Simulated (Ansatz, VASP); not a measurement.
Given: the input of a run of VASP 6.6.1 on La.

Contents of INCAR:

```
SYSTEM = La
ALGO = Fast
EDIFF = 1E-6
ENCUT = 520
GGA = CA
ISIF = 2
ISMEAR = -1
LASPH = .True.
LCHARG = .True.
LELF = .True.
LREAL = .False.
LVHAR = .True.
LWAVE = .False.
NBANDS = 18
NELM = 60
PREC = Accurate
SIGMA = 0.05
```

Contents of KPOINTS:

```
k-points
0
Gamma
  8 8 5
  0 0 0
```

File POSCAR:

```
La
1.0
    3.6734479077      0.0000000000      0.0000000000
   -1.8367239538      3.1812992075      0.0000000000
    0.0000000000      0.0000000000      5.9460876799
La
2
Direct
    0.6666666667      0.3333333333      0.7500000000
    0.3333333333      0.6666666667      0.2500000000
```

Potentials or basis: VASP PAW LDA potentials, release 64 (La).

Launch:

```bash
$ cat potpaw_LDA.64/La/POTCAR > POTCAR
$ mpirun -np 1 vasp_std > vasp.out
```

Question: Translate it to Ansatz 0.2.0. Potentials there: Ansatz PAW.

Answer: As run (the cutoff follows the program's own potentials):

input.yaml

```yaml
crystal:
  lattice:
    - [3.6734479077, 0.0, 0.0]
    - [-1.8367239538, 3.1812992075, 0.0]
    - [0.0, 0.0, 5.9460876799]
  atoms:
    - { symbol: La, position: [0.6666666667, 0.3333333333, 0.75] }
    - { symbol: La, position: [0.3333333333, 0.6666666667, 0.25] }
hamiltonian:
  xc: lda
  pseudopotentials: { kind: paw }
kpoints:
  mp_grid: { grid: [8, 8, 5] }
scf:
  occupations: { method: fermi_dirac, width: 0.05 }
output:
  forces: true
  stress: true
  eigenvalues: true
```

Potentials or basis: Ansatz PAW.

Command:

```console
$ ansatz run input.yaml --threads 2 --pin off --max-ram 5632MiB --backend cpu --events-out ev --progress --plain --runs-dir out
```

Both were run:

|  | VASP | Ansatz | Ansatz less VASP |
| --- | --- | --- | --- |
| gap on the k mesh at the Fermi level (eV) | none | none | - |
| pressure (GPa) | -1.5 | -1.5 | +0.07 |

LDA's correlation is that of Perdew and Zunger in VASP and of Perdew and Wang (1992) in Ansatz. A gap of «none» marks a metal or a gap that the smearing closes.

Neither program's run includes spin-orbit coupling.
